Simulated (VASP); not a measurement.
# MnO2 (P4_2/mnm) in VASP: notebook, part 3 of 3

VASP 6.6.1. Earlier steps stand in the parts before.

**5. Single point, PBE+U, collinear spin, ferromagnetic start (biaxial strain in the a-b plane: +4.0 %, then relaxed in part)**

The input, INCAR:

```
SYSTEM = MnO2
PREC = Accurate ; ENCUT = 520
EDIFF = 1E-7 ; ISMEAR = 0
SIGMA = 0.1 ; LREAL = .FALSE.
LASPH = .TRUE. ; NELM = 150
ALGO = Fast ; ISIF = 2
LWAVE = .FALSE. ; LCHARG = .FALSE.
ISPIN = 2 ; MAGMOM = 3.05 3.05 0 0 0 0
LORBIT = 11 ; LMAXMIX = 4
LDAU = .TRUE. ; LDAUTYPE = 2
LDAUL = 2 -1 ; LDAUU = 3.9 0
LDAUJ = 0 0 ; LDAUPRINT = 1
GGA = PE ; NBANDS = 38
```

The input, KPOINTS:

```
regular mesh
0
G
  8 8 12
  0 0 0
```

The input, POSCAR:

```
MnO2
1.0
    4.6339561501      0.0000000000      0.0000000000
    0.0000000000      4.6339561501      0.0000000000
    0.0000000000      0.0000000000      2.8973899015
Mn O
2 4
Direct
    0.0000000000      0.0000000000      0.0000000000
    0.5000000000      0.5000000000      0.5000000000
    0.3065882220      0.3065882220      0.0000000000
    0.1934117780      0.8065882220      0.5000000000
    0.6934117780      0.6934117780      0.0000000000
    0.8065882220      0.1934117780      0.5000000000
```

Potentials or basis: VASP PAW PBE potentials, release 64 (Mn_pv, O).

Run with:

```sh
cat potpaw_PBE.64/Mn_pv/POTCAR potpaw_PBE.64/O/POTCAR > POTCAR
mpirun -np 1 vasp_std > vasp.out
```

OUTCAR:

```text
SYSTEM = MnO2
   PREC = Accurate
   ENCUT = 520
   EDIFF = 1E-7
   ISMEAR = 0
   LREAL = .FALSE.
   LASPH = .TRUE.
   NELM = 150
   ISIF = 2
   ISPIN = 2
   LORBIT = 11
   GGA = PE

 ion  position               nearest neighbor table
   1  0.000  0.000  0.000-   4 1.92   6 1.92   4 1.92   6 1.92   5 2.01   3 2.01
   2  0.500  0.500  0.500-   3 1.92   5 1.92   3 1.92   5 1.92   4 2.01   6 2.01
   3  0.307  0.307  0.000-   2 1.92   2 1.92   1 2.01
   4  0.193  0.807  0.500-   1 1.92   1 1.92   2 2.01
   5  0.693  0.693  0.000-   2 1.92   2 1.92   1 2.01
   6  0.807  0.193  0.500-   1 1.92   1 1.92   2 2.01

  LATTYP: Found a simple tetragonal cell.
 ALAT       =     4.6339561501
 C/A-ratio  =     0.6252519030

  Lattice vectors:

 A1 = (   4.6339561501,   0.0000000000,   0.0000000000)
[... 2232 lines left out ...]
      0.00000      0.00000      0.00000         0.000000     -0.000000     -0.000000
      2.31698      2.31698      1.44869         0.000000     -0.000000     -0.000000
      1.42072      1.42072      0.00000        -0.029166     -0.029166      0.000000
      0.89626      3.73769      1.44869         0.029166     -0.029166      0.000000
      3.21324      3.21324      0.00000         0.029166      0.029166     -0.000000
      3.73769      0.89626      1.44869        -0.029166      0.029166     -0.000000
 -----------------------------------------------------------------------------------
    total drift:                                0.000000      0.000000      0.000000

  FREE ENERGIE OF THE ION-ELECTRON SYSTEM (eV)
  ---------------------------------------------------
  free  energy   TOTEN  =       -42.2170982900 eV

  energy  without entropy=      -42.2085422283  energy(sigma->0) =      -42.21282026

 total charge

# of ion       s       p       d       tot
------------------------------------------
    1        0.318   6.391   4.757  11.465
    2        0.318   6.391   4.757  11.465
    3        1.569   3.419   0.000   4.987
    4        1.569   3.419   0.000   4.987
    5        1.569   3.419   0.000   4.987
    6        1.569   3.419   0.000   4.987
--------------------------------------------------
tot          6.910  26.456   9.514  42.880

 magnetization (x)

# of ion       s       p       d       tot
------------------------------------------
    1        0.021   0.027   3.208   3.257
    2        0.021   0.027   3.208   3.257
    3       -0.001  -0.130   0.000  -0.132
    4       -0.001  -0.130   0.000  -0.132
    5       -0.001  -0.130   0.000  -0.132
    6       -0.001  -0.130   0.000  -0.132
--------------------------------------------------
tot          0.037  -0.467   6.416   5.987
```

OSZICAR:

```text
N       E                     dE             d eps       ncg     rms          rms(c)
DAV:   1     0.623318266549E+03    0.62332E+03   -0.27137E+04 16216   0.154E+03
DAV:   2     0.278138587690E+01   -0.62054E+03   -0.56720E+03 16786   0.464E+02
DAV:   3    -0.554794771172E+02   -0.58261E+02   -0.57193E+02 17840   0.152E+02
[... 10 lines left out ...]
RMM:  14    -0.422170043581E+02    0.83508E-04   -0.70906E-04 18996   0.188E-01    0.706E-02
RMM:  15    -0.422171356252E+02   -0.13127E-03   -0.16356E-04 18822   0.925E-02    0.982E-02
RMM:  16    -0.422170922494E+02    0.43376E-04   -0.89746E-05 19177   0.670E-02    0.230E-02
RMM:  17    -0.422170975861E+02   -0.53367E-05   -0.11480E-05 21088   0.236E-02    0.119E-02
RMM:  18    -0.422170982622E+02   -0.67605E-06   -0.15934E-06 19590   0.844E-03    0.425E-03
RMM:  19    -0.422170982900E+02   -0.27806E-07   -0.40968E-07 15143   0.388E-03
   1 F= -.42217098E+02 E0= -.42212820E+02  d E =-.855606E-02  mag=     6.0585
```

Run time: 5.2 min. Hardware: 1 thread of Oxide Virtual Turin-like, shared host; peak memory 0.4 GiB.

What came out:

- Free energy: -42.2171 eV
- Pressure: -7.4 GPa
- Largest force: 0.041 eV/Å
- Net moment: 6.06 μB per cell
- Site moments: Mn +3.26; O -0.13 μB
- Valence electrons inside the program's atomic spheres: Mn 11.46; O 4.99

Forces in eV/Å, atoms in the order of the input:
```
Mn   0.000  0.000  0.000
Mn   0.000  0.000  0.000
O   -0.029 -0.029  0.000
O    0.029 -0.029  0.000
O    0.029  0.029  0.000
O   -0.029  0.029  0.000
```

Levels at points of the mesh, in eV from the Fermi level:
Spin up:
```
           k point  band 24  band 25  band 26  band 27  band 28  band 29  band 30  band 31  band 32  band 33
(0.00, 0.00, 0.00)    -1.01    -0.87    -0.73    -0.33    -0.33     0.28     2.67     2.67     2.79     7.32
(0.50, 0.00, 0.00)    -1.33    -1.19    -1.19    -0.46    -0.46     1.78     1.78     2.56     2.56     9.72
(0.50, 0.50, 0.00)    -1.45    -1.14    -1.14    -0.07    -0.07     0.77     0.77     2.64     2.64    11.22
(0.00, 0.00, 0.50)    -2.57    -1.05    -1.05    -0.20    -0.20     0.79     0.79     1.72     1.72    12.33
(0.50, 0.00, 0.50)    -2.92    -0.90    -0.90    -0.36    -0.36    -0.05    -0.05     2.98     2.98    12.12
(0.50, 0.50, 0.50)    -2.61    -0.56    -0.56    -0.27    -0.27     1.48     1.48     1.75     1.75    11.90
```
Spin down:
```
           k point  band 18  band 19  band 20  band 21  band 22  band 23  band 24  band 25  band 26  band 27
(0.00, 0.00, 0.00)    -2.44    -1.07    -0.47    -0.47     0.14     2.18     2.22     2.70     2.70     2.89
(0.50, 0.00, 0.00)    -2.77    -1.86    -1.86    -0.61    -0.61     2.68     2.68     3.12     3.12     3.65
(0.50, 0.50, 0.00)    -1.74    -1.71    -1.71    -1.31    -1.31     2.10     2.10     2.70     2.70     3.85
(0.00, 0.00, 0.50)    -3.27    -1.81    -1.81    -1.58    -1.58     3.13     3.13     3.16     3.16     3.64
(0.50, 0.00, 0.50)    -3.09    -1.85    -1.85    -0.89    -0.89     2.39     2.39     2.92     2.92     3.56
(0.50, 0.50, 0.50)    -3.25    -0.91    -0.91    -0.91    -0.91     2.90     2.90     3.31     3.31     3.33
```

Eigenvalues of the final occupation matrices:
```tsv
site	spin	trace	eigenvalues
site 1 d	1	4.00	0.55 0.57 0.95 0.96 0.97
site 1 d	2	0.79	0.06 0.09 0.09 0.24 0.31
site 2 d	1	4.00	0.55 0.57 0.95 0.96 0.97
site 2 d	2	0.79	0.06 0.09 0.09 0.24 0.31
```

Caveat: the cell differs from its parent crystal (biaxial strain in the a-b plane: +4.0 %, then relaxed in part); the cell stands under tension; only a ferromagnetic start was run, and an antiferromagnetic order may lie lower in energy. The state reached can hang on the start; a lower one may exist.

**6. Single point, PBE+U, collinear spin, ferromagnetic start (biaxial strain in the a-b plane: +6.0 %)**

The input, INCAR:

```
  PREC = Accurate
  ENCUT = 520
  EDIFF = 1E-6
  ISMEAR = 0
  SIGMA = 0.1
  LREAL = F
  LASPH = T
  NELM = 150
  ALGO = Normal
  ISIF = 2
  LWAVE = F
  LCHARG = T
  ISPIN = 2
  MAGMOM = 3.05 3.05 0 0 0 0
  LORBIT = 11
  LMAXMIX = 4
  LDAU = T
  LDAUTYPE = 2
  LDAUL = 2 -1
  LDAUU = 3.9 0
  LDAUJ = 0 0
  LDAUPRINT = 1
  GGA = PE
  LELF = T
  LVHAR = T
  NBANDS = 38
```

The input, KPOINTS:

```
Automatic mesh
0
Gamma
  8 8 12
```

POSCAR: that of step 5 with these lines changed.

```diff
@@ -2,5 +2,5 @@
 1.0
-    4.6339561501      0.0000000000      0.0000000000
-    0.0000000000      4.6339561501      0.0000000000
-    0.0000000000      0.0000000000      2.8973899015
+    4.7230706914      0.0000000000      0.0000000000
+    0.0000000000      4.7230706914      0.0000000000
+    0.0000000000      0.0000000000      2.8373995712
 Mn O
```

Potentials or basis: VASP PAW PBE potentials, release 64 (Mn_pv, O).

Run with:

```sh
cat potpaw_PBE.64/Mn_pv/POTCAR potpaw_PBE.64/O/POTCAR > POTCAR
mpirun -np 1 vasp_std > vasp.out
```

Wall time 18 min (1 thread of Oxide Virtual Turin-like, shared host); peak memory 0.41 GiB.

It converged, with:

- Free energy: -42.0164 eV
- Pressure: -8.0 GPa
- Band gap on the k mesh: zero (filled and empty bands overlap)
- Net moment: 6.02 μB per cell
- Site moments: Mn +3.28; O -0.15 μB
- Valence electrons inside the program's atomic spheres: Mn 11.46; O 4.98

Stress tensor (GPa, compression positive):
```
-14.04   0.00   0.00
  0.00 -14.04   0.00
  0.00   0.00   4.20
```

Levels at points of the mesh, in eV from the Fermi level:
Spin up:
```csv
k point,band 25,band 26,band 27,band 28,band 29,band 30,band 31,band 32
"(0.00, 0.00, 0.00)",-0.98,-0.60,-0.35,-0.35,0.34,2.59,2.72,2.72
"(0.50, 0.00, 0.00)",-1.03,-1.03,-0.39,-0.39,1.57,1.57,2.62,2.62
"(0.50, 0.50, 0.00)",-1.13,-1.13,-0.05,-0.05,0.58,0.58,2.69,2.69
"(0.00, 0.00, 0.50)",-1.02,-1.02,-0.13,-0.13,0.61,0.61,1.91,1.91
"(0.50, 0.00, 0.50)",-0.87,-0.87,-0.36,-0.36,-0.02,-0.02,2.97,2.97
"(0.50, 0.50, 0.50)",-0.56,-0.56,-0.21,-0.21,1.29,1.29,1.93,1.93
```
Spin down:
```csv
k point,band 18,band 19,band 20,band 21,band 22,band 23,band 24,band 25,band 26,band 27
"(0.00, 0.00, 0.00)",-2.16,-0.97,-0.54,-0.54,0.01,2.13,2.19,2.83,2.83,3.03
"(0.50, 0.00, 0.00)",-2.76,-1.66,-1.66,-0.67,-0.67,2.64,2.64,3.19,3.19,3.73
"(0.50, 0.50, 0.00)",-1.78,-1.55,-1.55,-1.33,-1.33,2.07,2.07,2.83,2.83,3.91
"(0.00, 0.00, 0.50)",-3.39,-1.69,-1.69,-1.62,-1.62,3.11,3.11,3.28,3.28,3.60
"(0.50, 0.00, 0.50)",-3.08,-1.85,-1.85,-0.90,-0.90,2.45,2.45,2.98,2.98,3.71
"(0.50, 0.50, 0.50)",-3.37,-1.00,-1.00,-0.91,-0.91,2.92,2.92,3.30,3.30,3.46
```

Eigenvalues of the final occupation matrices:
| site | spin | trace | eigenvalues |
| --- | --- | --- | --- |
| site 1 d | 1 | 4.01 | 0.56 0.58 0.95 0.96 0.96 |
| site 1 d | 2 | 0.78 | 0.07 0.09 0.09 0.22 0.31 |
| site 2 d | 1 | 4.01 | 0.56 0.58 0.95 0.96 0.96 |
| site 2 d | 2 | 0.78 | 0.07 0.09 0.09 0.22 0.31 |

Caveat: the cell differs from its parent crystal (biaxial strain in the a-b plane: +6.0 %); the cell stands under tension; only a ferromagnetic start was run, and an antiferromagnetic order may lie lower in energy.

**7. Summary**

| task | cell | k mesh | cutoff (eV) | gap on the mesh (eV) | pressure (GPa) | moment (μB) | largest force (eV/Å) |
| --- | --- | --- | --- | --- | --- | --- | --- |
| relaxation of cell and atoms | relaxed from a = 4.396, b = 4.396, c = 2.871 Å, 6 atoms, atomic positions A | 4 × 4 × 8 | 600 | none | 0.1 | 6.08 | 0.01 |
| single point | a = 4.723, b = 4.723, c = 2.883 Å, 6 atoms, atomic positions B | 8 × 8 × 12 | 520 | none | -9.7 | 6.01 | 0.05 |
| single point | a = 4.347, b = 4.347, c = 2.887 Å, 6 atoms, atomic positions C | 8 × 8 × 12 | 520 | none | 16.4 | 6.01 | 0.03 |
| single point | a = 4.634, b = 4.634, c = 2.897 Å, 6 atoms, atomic positions B | 8 × 8 × 12 | 520 | none | -7.4 | 6.06 | 0.04 |
| single point | a = 4.723, b = 4.723, c = 2.837 Å, 6 atoms, atomic positions B | 8 × 8 × 12 | 520 | none | -8.0 | 6.02 | - |

Alike in all rows: level PBE+U; potentials or basis VASP PAW PBE potentials, release 64 (Mn_pv, O); spin collinear, ferromagnetic start; Mn d U = 3.9 eV; smearing gaussian 0.1 eV.

Caveats: only a ferromagnetic start was run, and an antiferromagnetic order may lie lower in energy; the cell stands under tension (at least some runs); the cell stands under pressure (at least some runs).

Absolute energies hang on the potentials; compare differences alone.
